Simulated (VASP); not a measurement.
# Ta (Fd-3m) in VASP: a series of runs, part 2 of 3

VASP 6.6.1.

## 3. Relaxation of cell and atoms, PBE, target pressure 480 GPa, at which the enthalpy is minimised

This run uses another cell than the first one, of 10.97 Å³/atom, 1.124 times its volume.

The input, INCAR:

```
SYSTEM = Ta
PREC = Accurate
ENCUT = 600
EDIFF = 1E-6
ISMEAR = -1
SIGMA = 0.08
LREAL = .FALSE.
LASPH = .TRUE.
NELM = 80
ALGO = Normal
ISIF = 3
LWAVE = .FALSE.
LCHARG = .FALSE.
GGA = PE
IBRION = 2
NSW = 32
EDIFFG = -0.005
PSTRESS = 4800.0
```

The input, KPOINTS:

```
regular mesh
0
G
  15 15 15
  0 0 0
```

The input, POSCAR:

```
Ta
1.0
    0.0000000000      2.2222616098      2.2222616098
    2.2222616098      0.0000000000      2.2222616098
    2.2222616098      2.2222616098      0.0000000000
Ta
2
Direct
   -0.1250000000     -0.1250000000     -0.1250000000
    0.1250000000      0.1250000000      0.1250000000
```

Potentials or basis: VASP PAW PBE potentials, release 64 (Ta_pv).

Run with:

```bash
cat potpaw_PBE.64/Ta_pv/POTCAR > POTCAR
mpirun -np 1 vasp_std > vasp.out
```

OUTCAR:

```text
SYSTEM = Ta
   PREC = Accurate
   ENCUT = 600
   EDIFF = 1E-6
   ISMEAR = -1
   LREAL = .FALSE.
   LASPH = .TRUE.
   NELM = 80
   ISIF = 3
   GGA = PE
   IBRION = 2
   NSW = 32
   EDIFFG = -0.005
   PSTRESS = 4800.0

 ion  position               nearest neighbor table
   1  0.875  0.875  0.875-   2 1.92   2 1.92   2 1.92   2 1.92
   2  0.125  0.125  0.125-   1 1.92   1 1.92   1 1.92   1 1.92

  LATTYP: Found a face centered cubic cell.
 ALAT       =     4.4445232196

  Lattice vectors:

 A1 = (   0.0000000000,   2.2222616098,   2.2222616098)
 A2 = (   2.2222616098,   0.0000000000,   2.2222616098)
 A3 = (   2.2222616098,   2.2222616098,   0.0000000000)

Analysis of symmetry for initial positions (statically):
=====================================================================
 Subroutine PRICEL returns:
 Original cell was already a primitive cell.

 Routine SETGRP: Setting up the symmetry group for a
 face centered cubic supercell.

 Subroutine GETGRP returns: Found 48 space group operations
 (whereof 12 operations were pure point group operations)
 out of a pool of 48 trial point group operations.

The static configuration has the point symmetry D_3d.
 The point group associated with its full space group is O_h .

Analysis of symmetry for dynamics (positions and initial velocities):
=====================================================================
 Subroutine PRICEL returns:
 Original cell was already a primitive cell.

 Routine SETGRP: Setting up the symmetry group for a
 face centered cubic supercell.

 Subroutine GETGRP returns: Found 48 space group operations
 (whereof 12 operations were pure point group operations)
 out of a pool of 48 trial point group operations.

The dynamic configuration has the point symmetry D_3d.
 The point group associated with its full space group is O_h .

[... 134 lines left out ...]
 NGX is ok and might be reduce to    28
   NGX = 13   NGY = 13   NGZ = 13

--------------------------------------- Ionic step        1  -------------------------------------------

 number of electron      21.9999998 magnetization

 Free energy of the ion-electron system (eV)
  ---------------------------------------------------
  ext. energy  EPLUGINS =         0.00000000
  ---------------------------------------------------
  free energy    TOTEN  =         3.83459432 eV

  energy without entropy =        3.86058935  energy(sigma->0) =        3.84759183

------------------------ aborting loop because EDIFF is reached ----------------------------------------

  FORCE on cell =-STRESS in cart. coord.  units (eV):
  Direction    XX          YY          ZZ          XY          YZ          ZX
  --------------------------------------------------------------------------------------
  -------------------------------------------------------------------------------------
  Total       65.6077609     65.6077609     65.6077609      0.0000000      0.0000000      0.0000000
  in kB     4789.0597093   4789.0597093   4789.0597093      0.0000000      0.0000000      0.0000000
  external PRESSURE =     -10.9402907 kB  Pullay stress =    4800.0000000 kB
[... 63 lines left out ...]
--------------------------------------- Ionic step        3  -------------------------------------------

 number of electron      21.9999998 magnetization

 Free energy of the ion-electron system (eV)
  ---------------------------------------------------
  ext. energy  EPLUGINS =         0.00000000
  ---------------------------------------------------
  free energy    TOTEN  =         3.87854269 eV

  energy without entropy =        3.90448436  energy(sigma->0) =        3.89151353

 E-fermi :  10.9488     XC(G=0): -14.9548

 val. band max:       10.9218680541   @ k =  -0.4667   0.4000   0.0000
 cond. band min:      10.9534143897   @ k =  -0.3333   0.2000   0.0667
 fundamental gap:      0.0315463356
 Fermi energy:        10.9487595546

 k-point     1 :       0.0000    0.0000    0.0000
  band No.  band energies     occupation
      1     -27.8179      2.00000
      2     -27.8179      2.00000
      3     -27.8179      2.00000
      4     -22.0140      2.00000
      5     -22.0140      2.00000
      6     -22.0140      2.00000
      7       1.6745      2.00000
      8       4.2574      2.00000
      9       4.2574      2.00000
     10       9.5966      2.00000
     11       9.5966      2.00000
     12       9.5966      2.00000
     13      16.5869      0.00000
     14      16.5869      0.00000
[... 401 lines left out ...]
      2     -28.3499      2.00000
      3     -27.3558      2.00000
      4     -22.3791      2.00000
      5     -21.1826      2.00000
      6     -21.1712      2.00000
      7       2.7005      2.00000
      8       3.3579      2.00000
      9       4.9992      2.00000
     10       9.6261      2.00000
     11       9.8501      2.00000
     12      11.7997      0.00005
     13      12.9078      0.00000
     14      15.3870      0.00000
     15      15.6528      0.00000

 [... further k-points ...]

------------------------ aborting loop because EDIFF is reached ----------------------------------------

  FORCE on cell =-STRESS in cart. coord.  units (eV):
  Direction    XX          YY          ZZ          XY          YZ          ZX
  --------------------------------------------------------------------------------------
  -------------------------------------------------------------------------------------
  Total       65.7117826     65.7117826     65.7117826      0.0000000     -0.0000000      0.0000000
  in kB     4799.8644991   4799.8644991   4799.8644991      0.0000000     -0.0000000      0.0000000
  external PRESSURE =      -0.1355009 kB  Pullay stress =    4800.0000000 kB
[... 21 lines left out ...]
  energy  without entropy=        3.9044843619  energy(sigma->0) =        3.89151353

  enthalpy is  TOTEN    =        69.5921803135 eV   P V=       65.7136376196

 reached required accuracy - stopping structural energy minimisation
```

OSZICAR:

```text
N       E                     dE             d eps       ncg     rms          rms(c)
DAV:   1     0.211034675556E+03    0.21103E+03   -0.14685E+04  3600   0.187E+03
DAV:   2     0.732782072976E+01   -0.20371E+03   -0.20093E+03  4405   0.470E+02
DAV:   3     0.309939057092E+01   -0.42284E+01   -0.41526E+01  4069   0.655E+01
[... 21 lines left out ...]
DAV:   2     0.387675452686E+01    0.10206E-01   -0.17625E-02  3789   0.139E+00    0.435E-01
DAV:   3     0.387862541849E+01    0.18709E-02   -0.64114E-03  4153   0.833E-01    0.105E-01
DAV:   4     0.387855335712E+01   -0.72061E-04   -0.25496E-04  3838   0.139E-01    0.294E-02
DAV:   5     0.387854355698E+01   -0.98001E-05   -0.33570E-05  4485   0.607E-02    0.233E-02
DAV:   6     0.387854269386E+01   -0.86313E-06   -0.33289E-06  3356   0.151E-02
   3 F= 0.69592180E+02 E0= 0.69605151E+02  d E =-.515353E-04
```

Wall time 50 s (1 thread of Intel Xeon 6975P-C (Granite Rapids), shared host); peak memory 0.19 GiB.

Results:

- Free energy: 3.8785 eV
- Relaxed volume: 10.97 Å³/atom
- Relaxed cell: a = 3.142 Å, b = 3.142 Å, c = 3.142 Å, α = 60.00°, β = 60.00°, γ = 60.00°
- Space group after relaxing (to 0.05 Å): Fd-3m (No. 227)
- Energy change on relaxing (the enthalpy is what falls): +22.0 meV/atom
- Ionic steps: 3
- Pressure after relaxing: 480.0 GPa
- Band gap on the k mesh: zero (band 11 reaches 12.64 eV, above the bottom of band 12 at 7.70 eV)

Step by step:
```tsv
step	energy change (eV)	largest force (eV/Å)	pressure (GPa)	volume (Å³)
1	0.0000	0.0000	478.91	21.95
2	0.7222	0.0000	497.01	21.71
3	0.0439	0.0000	479.99	21.93
```

Final structure:
```xyz
2
Lattice="0.0000 2.2218 2.2218 2.2218 0.0000 2.2218 2.2218 2.2218 0.0000" Properties=species:S:1:pos:R:3 pbc="T T T"
Ta    3.8881    3.8881    3.8881
Ta    0.5554    0.5554    0.5554
```

Caveat: the cell is relaxed towards a set pressure, so the enthalpy falls and the energy may rise; spin-orbit coupling is left out, which moves the levels of the heavy elements.

## 4. Single point, PBE

This run uses another cell than the first one, of 10.97 Å³/atom, 1.124 times its volume.

The input, INCAR:

```
ALGO = Normal
EDIFF = 1E-7
ENCUT = 520
GGA = PE
ISIF = 2
ISMEAR = -1
LASPH = T
LCHARG = F
LREAL = F
LWAVE = F
NBANDS = 18
NELM = 100
PREC = Accurate
SIGMA = 0.08
```

The input, KPOINTS:

```
k-points
0
Gamma
  15 15 15
```

POSCAR is that of step 3.

Potentials or basis: VASP PAW PBE potentials, release 64 (Ta_pv).

Run with:

```bash
cat potpaw_PBE.64/Ta_pv/POTCAR > POTCAR
mpirun -np 1 vasp_std > vasp.out
```

OUTCAR:

```text
EDIFF = 1E-7
   ENCUT = 520
   GGA = PE
   ISIF = 2
   ISMEAR = -1
   LASPH = T
   LREAL = F
   NELM = 100
   PREC = Accurate

 ion  position               nearest neighbor table
   1  0.875  0.875  0.875-   2 1.92   2 1.92   2 1.92   2 1.92
   2  0.125  0.125  0.125-   1 1.92   1 1.92   1 1.92   1 1.92

  LATTYP: Found a face centered cubic cell.
 ALAT       =     4.4445232196

  Lattice vectors:

 A1 = (   0.0000000000,   2.2222616098,   2.2222616098)
 A2 = (   2.2222616098,   0.0000000000,   2.2222616098)
 A3 = (   2.2222616098,   2.2222616098,   0.0000000000)

Analysis of symmetry for initial positions (statically):
=====================================================================
 Subroutine PRICEL returns:
 Original cell was already a primitive cell.

 Routine SETGRP: Setting up the symmetry group for a
 face centered cubic supercell.

 Subroutine GETGRP returns: Found 48 space group operations
 (whereof 12 operations were pure point group operations)
 out of a pool of 48 trial point group operations.
[... 160 lines left out ...]
  free energy    TOTEN  =         3.83463556 eV

  energy without entropy =        3.86063026  energy(sigma->0) =        3.84763291

 E-fermi :  10.9397     XC(G=0): -14.9507

 val. band max:       10.9150617760   @ k =  -0.4667   0.4000   0.0000
 cond. band min:      10.9450773039   @ k =  -0.3333   0.2000   0.0667
 fundamental gap:      0.0300155279
 Fermi energy:        10.9396675099

 k-point     1 :       0.0000    0.0000    0.0000
  band No.  band energies     occupation
      1     -27.8192      2.00000
      2     -27.8192      2.00000
      3     -27.8192      2.00000
      4     -22.0209      2.00000
      5     -22.0209      2.00000
      6     -22.0209      2.00000
[... 481 lines left out ...]
      5     -21.1907      2.00000
      6     -21.1794      2.00000
[... 10 lines left out ...]
     17      23.6350      0.00000
     18      24.6075      0.00000

 [... further k-points ...]

------------------------ aborting loop because EDIFF is reached ----------------------------------------

  FORCE on cell =-STRESS in cart. coord.  units (eV):
  Direction    XX          YY          ZZ          XY          YZ          ZX
  --------------------------------------------------------------------------------------
  -------------------------------------------------------------------------------------
  Total       65.6026170     65.6026170     65.6026170     -0.0000000      0.0000000     -0.0000000
  in kB     4788.6842241   4788.6842241   4788.6842241     -0.0000000      0.0000000     -0.0000000
  external PRESSURE =    4788.6842241 kB  Pullay stress =       0.0000000 kB

 VOLUME and BASIS-vectors are now :
 -----------------------------------------------------------------------------
  energy-cutoff  :      520.00
  volume of cell :       21.95
      direct lattice vectors                 reciprocal lattice vectors
     0.000000000  2.222261610  2.222261610    -0.224996012  0.224996012  0.224996012
     2.222261610  0.000000000  2.222261610     0.224996012 -0.224996012  0.224996012
     2.222261610  2.222261610  0.000000000     0.224996012  0.224996012 -0.224996012

 POSITION                                       TOTAL-FORCE (eV/Angst)
 -----------------------------------------------------------------------------------
      3.88896      3.88896      3.88896        -0.000000      0.000000      0.000000
      0.55557      0.55557      0.55557         0.000000     -0.000000     -0.000000
 -----------------------------------------------------------------------------------
    total drift:                                0.000000      0.000000      0.000000

  FREE ENERGIE OF THE ION-ELECTRON SYSTEM (eV)
  ---------------------------------------------------
  free  energy   TOTEN  =         3.8346355624 eV

  energy  without entropy=        3.8606302557  energy(sigma->0) =        3.84763291
```

OSZICAR:

```text
N       E                     dE             d eps       ncg     rms          rms(c)
DAV:   1     0.206939505654E+03    0.20694E+03   -0.12971E+04  4320   0.140E+03
DAV:   2     0.795845625875E+01   -0.19898E+03   -0.19401E+03  4854   0.400E+02
DAV:   3     0.309918669492E+01   -0.48593E+01   -0.48240E+01  5066   0.601E+01
DAV:   4     0.307619824150E+01   -0.22988E-01   -0.22977E-01  5298   0.415E+00
DAV:   5     0.307605771859E+01   -0.14052E-03   -0.14050E-03  5148   0.282E-01    0.568E+01
DAV:   6     0.362727567663E+01    0.55122E+00   -0.25311E-01  4710   0.371E+00    0.351E+01
DAV:   7     0.382475881555E+01    0.19748E+00   -0.32100E-01  4736   0.396E+00    0.517E-01
DAV:   8     0.383471721827E+01    0.99584E-02   -0.36200E-02  4938   0.162E+00    0.113E-01
DAV:   9     0.383465408170E+01   -0.63137E-04   -0.32071E-04  5398   0.154E-01    0.633E-02
DAV:  10     0.383463436760E+01   -0.19714E-04   -0.18067E-05  5216   0.400E-02    0.183E-02
DAV:  11     0.383463556634E+01    0.11987E-05   -0.44126E-06  5026   0.173E-02    0.145E-03
DAV:  12     0.383463556245E+01   -0.38908E-08   -0.61998E-08  3580   0.237E-03
   1 F= 0.38346356E+01 E0= 0.38476329E+01  d E =-.259947E-01
```

stdout:

```text
POSCAR found type information on POSCAR Ta
 POSCAR found :  1 types and       2 ions
 scaLAPACK will be used
 LDA part: xc-table for (Slater+PW92), standard interpolation
 POSCAR, INCAR and KPOINTS ok, starting setup
 FFT: planning ... GRIDC
 FFT: planning ... GRID_SOFT
 FFT: planning ... GRID
 WAVECAR not read
 entering main loop
```

Wall time 45 s (1 thread of Intel Xeon 8259CL, shared host); peak memory 0.17 GiB.

Results:

- Free energy: 3.8346 eV
- Pressure: 478.9 GPa
- Band gap on the k mesh: zero (band 11 reaches 12.63 eV, above the bottom of band 12 at 7.69 eV)

Caveat: spin-orbit coupling is left out, which moves the levels of the heavy elements.

(Part 2 of 3 ends here.)
